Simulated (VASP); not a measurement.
# NaI (F-43m) in VASP: a series of runs, part 2 of 2

VASP 6.6.1. The steps go on from the part before.

## (3) Single point, LDA

Input file INCAR:

```
SYSTEM = NaI
  ALGO = Normal
  EDIFF = 1E-7
  ENCUT = 520
  GGA = CA
  ISIF = 2
  ISMEAR = 0
  LASPH = .TRUE.
  LCHARG = .TRUE.
  LELF = .TRUE.
  LREAL = .FALSE.
  LVHAR = .TRUE.
  LWAVE = .FALSE.
  NBANDS = 14
  NELM = 100
  PREC = Accurate
  SIGMA = 0.01
```

Input file KPOINTS:

```
k-points
0
G
  6 6 6
  0 0 0
```

Input file POSCAR:

```
NaI
1.0
    0.0000000000      3.5431926705      3.5431926705
    3.5431926705      0.0000000000      3.5431926705
    3.5431926705      3.5431926705      0.0000000000
Na I
1 1
Direct
    0.0000000000      0.0000000000      0.0000000000
    0.2500000000      0.2500000000      0.2500000000
```

Potentials or basis: VASP PAW LDA potentials, release 64 (Na_pv, I).

On the command line:

```
$ cat potpaw_LDA.64/Na_pv/POTCAR potpaw_LDA.64/I/POTCAR > POTCAR
$ mpirun -np 1 vasp_std > vasp.out
```

OUTCAR:

```text
SYSTEM = NaI
   EDIFF = 1E-7
   ENCUT = 520
   GGA = CA
   ISIF = 2
   ISMEAR = 0
   LASPH = .TRUE.
   LREAL = .FALSE.
   NELM = 100
   PREC = Accurate

 ion  position               nearest neighbor table
   1  0.000  0.000  0.000-   2 3.07   2 3.07   2 3.07   2 3.07
   2  0.250  0.250  0.250-   1 3.07   1 3.07   1 3.07   1 3.07

  LATTYP: Found a face centered cubic cell.
 ALAT       =     7.0863853410

  Lattice vectors:

 A1 = (   0.0000000000,   3.5431926705,   3.5431926705)
 A2 = (   3.5431926705,   0.0000000000,   3.5431926705)
 A3 = (   3.5431926705,   3.5431926705,   0.0000000000)

Analysis of symmetry for initial positions (statically):
=====================================================================
 Subroutine PRICEL returns:
 Original cell was already a primitive cell.

 Routine SETGRP: Setting up the symmetry group for a
 face centered cubic supercell.

 Subroutine GETGRP returns: Found 24 space group operations
 (whereof 24 operations were pure point group operations)
 out of a pool of 48 trial point group operations.

The static configuration has the point symmetry T_d .

[... 164 lines left out ...]
      4     -11.8122      2.00000
      5      -1.3129      2.00000
      6      -1.3129      2.00000
      7      -1.3129      2.00000
      8       2.1883      0.00000
      9       6.4086      0.00000
     10       6.4086      0.00000
     11       6.4086      0.00000
     12       8.2725      0.00000
     13       8.2725      0.00000
     14       9.3628      0.00000
[... 241 lines left out ...]
      1     -23.3683      2.00000
      2     -23.3666      2.00000
      3     -23.3664      2.00000
      4     -11.6380      2.00000
      5      -2.3369      2.00000
      6      -1.9379      2.00000
      7      -1.7707      2.00000
      8       4.1858      0.00000
      9       5.2620      0.00000
     10       6.6212      0.00000
     11       6.8788      0.00000
     12       9.0552      0.00000
     13       9.9088      0.00000
     14      10.4037      0.00000

------------------------ aborting loop because EDIFF is reached ----------------------------------------

  FORCE on cell =-STRESS in cart. coord.  units (eV):
  Direction    XX          YY          ZZ          XY          YZ          ZX
  --------------------------------------------------------------------------------------
  -------------------------------------------------------------------------------------
  Total       -0.5225171     -0.5225171     -0.5225171     -0.0000000      0.0000000     -0.0000000
  in kB       -9.4101549     -9.4101549     -9.4101549     -0.0000000      0.0000000     -0.0000000
  external PRESSURE =      -9.4101549 kB  Pullay stress =       0.0000000 kB

 VOLUME and BASIS-vectors are now :
 -----------------------------------------------------------------------------
  energy-cutoff  :      520.00
  volume of cell :       88.96
      direct lattice vectors                 reciprocal lattice vectors
     0.000000000  3.543192670  3.543192670    -0.141115668  0.141115668  0.141115668
     3.543192670  0.000000000  3.543192670     0.141115668 -0.141115668  0.141115668
     3.543192670  3.543192670  0.000000000     0.141115668  0.141115668 -0.141115668

 POSITION                                       TOTAL-FORCE (eV/Angst)
 -----------------------------------------------------------------------------------
      0.00000      0.00000      0.00000        -0.000000     -0.000000     -0.000000
      1.77160      1.77160      1.77160         0.000000      0.000000      0.000000
 -----------------------------------------------------------------------------------
    total drift:                                0.000000      0.000000      0.000000

  FREE ENERGIE OF THE ION-ELECTRON SYSTEM (eV)
  ---------------------------------------------------
  free  energy   TOTEN  =        -5.7644636156 eV

  energy  without entropy=       -5.7644636156  energy(sigma->0) =       -5.76446362
```

Run time: 20 s. Hardware: 1 thread of AMD EPYC 7R13 (Zen 3), shared host; peak memory 0.16 GiB.

What came out:

* Free energy: -5.7645 eV
* Pressure: -0.9 GPa
* Band gap on the k mesh: 3.50 eV, direct

Caveat: spin-orbit coupling is left out, which moves the levels of the heavy elements.

## (4) Single point, PBEsol

This run uses another cell than the first one, of 43.89 Å³/atom, 0.987 times its volume.

Input file INCAR:

```
PREC = Accurate
ENCUT = 520
EDIFF = 1E-6
ISMEAR = -1
SIGMA = 0.02
LREAL = F
LASPH = T
NELM = 80
ALGO = Normal
ISIF = 2
LWAVE = F
LCHARG = F
GGA = PS
NBANDS = 14
```

Input file KPOINTS:

```
regular mesh
0
Gamma
  6 6 6
```

Input file POSCAR:

```
NaI
1.0
    0.0000000000      3.5273760666      3.5273760666
    3.5273760666      0.0000000000      3.5273760666
    3.5273760666      3.5273760666      0.0000000000
Na I
1 1
Direct
    0.0000000000      0.0000000000      0.0000000000
    0.2500000000      0.2500000000      0.2500000000
```

Potentials or basis: VASP PAW PBE potentials, release 64 (Na_pv, I).

On the command line:

```
$ cat potpaw_PBE.64/Na_pv/POTCAR potpaw_PBE.64/I/POTCAR > POTCAR
$ mpirun -np 1 vasp_std > vasp.out
```

It took 20 s on 1 thread of AMD EPYC 7R13 (Zen 3), shared host; peak memory 0.2 GiB.

It converged, with:

```
Free energy            : -5.4956 eV
Pressure               : 0.1 GPa
Band gap on the k mesh : 3.74 eV, direct
```

Levels at points of the mesh, in eV from the valence-band top:
```
           k point  band 4  band 5  band 6  band 7  band 8  band 9  band 10  band 11
(0.00, 0.00, 0.00)  -10.48    0.00    0.00    0.00    3.74    7.87     7.87     7.87
(0.50, 0.00, 0.00)  -10.35   -1.27   -0.14   -0.14    5.37    7.62     7.62     7.65
(0.50, 0.50, 0.00)  -10.30   -1.17   -0.41   -0.41    5.08    6.16     9.03    10.42
```

Caveat: the PAW data sets were made with another functional, which shifts forces and pressure a little; spin-orbit coupling is left out, which moves the levels of the heavy elements.

## (5) Single point, PBE

This run uses another cell than the first one, of 45.92 Å³/atom, 1.032 times its volume.

Input file INCAR:

```
SYSTEM = NaI
PREC = Accurate
ENCUT = 520
EDIFF = 1E-6
ISMEAR = -1
SIGMA = 0.02
LREAL = .FALSE.
LASPH = .TRUE.
NELM = 100
ALGO = Normal
ISIF = 2
LWAVE = .FALSE.
LCHARG = .FALSE.
GGA = PE
NBANDS = 14
```

Input file KPOINTS:

```
Automatic mesh
0
G
  6 6 6
  0 0 0
```

Input file POSCAR:

```
NaI
1.0
    0.0000000000      3.5809730770      3.5809730770
    3.5809730770      0.0000000000      3.5809730770
    3.5809730770      3.5809730770      0.0000000000
Na I
1 1
Direct
    0.0000000000      0.0000000000      0.0000000000
    0.2500000000      0.2500000000      0.2500000000
```

On the command line:

```
$ cat potpaw_PBE.64/Na_pv/POTCAR potpaw_PBE.64/I/POTCAR > POTCAR
$ mpirun -np 1 vasp_std > vasp.out
```

Run time: 22 s. Hardware: 1 thread of AMD EPYC 7R13 (Zen 3), shared host; peak memory 0.21 GiB.

The run converged. Its results:

```yaml
Free_energy: -5.2938 eV
Pressure: 0.0 GPa
Band_gap_on_the_k_mesh: 3.77 eV, direct
```

Levels at points of the mesh, in eV from the valence-band top:
| k point | band 3 | band 4 | band 5 | band 6 | band 7 | band 8 | band 9 | band 10 | band 11 | band 12 |
| --- | --- | --- | --- | --- | --- | --- | --- | --- | --- | --- |
| (0.00, 0.00, 0.00) | -22.15 | -10.39 | 0.00 | 0.00 | 0.00 | 3.77 | 7.85 | 7.85 | 7.85 | 9.61 |
| (0.50, 0.00, 0.00) | -22.15 | -10.28 | -1.16 | -0.13 | -0.13 | 5.35 | 7.60 | 7.63 | 7.63 | 10.41 |
| (0.50, 0.50, 0.00) | -22.15 | -10.24 | -1.07 | -0.38 | -0.38 | 5.20 | 6.16 | 8.84 | 10.28 | 10.28 |

Caveat: spin-orbit coupling is left out, which moves the levels of the heavy elements.

## (6) The runs side by side

```tsv
level	potentials or basis	cell	smearing	gap on the mesh (eV)	pressure (GPa)
PBE	VASP PAW PBE potentials, release 64 (Na_pv, I)	a = 5.011 Å, angles 60.0°, 2 atoms	fermi-dirac 0.02 eV	3.82	0.4
LDA	VASP PAW LDA potentials, release 64 (Na_pv, I)	a = 5.011 Å, angles 60.0°, 2 atoms	gaussian 0.01 eV	3.50	-0.9
PBEsol	VASP PAW PBE potentials, release 64 (Na_pv, I)	a = 4.988 Å, angles 60.0°, 2 atoms	fermi-dirac 0.02 eV	3.74	0.1
PBE	VASP PAW PBE potentials, release 64 (Na_pv, I)	a = 5.064 Å, angles 60.0°, 2 atoms	fermi-dirac 0.02 eV	3.77	0.0
```

Alike in all rows: task single point; no spin polarisation; k mesh 6 × 6 × 6; cutoff (eV) 520.

Caveats: spin-orbit coupling is left out, which moves the levels of the heavy elements; the PAW data sets were made with another functional, which shifts forces and pressure a little (some runs).

Absolute energies hang on the potentials; compare differences alone.
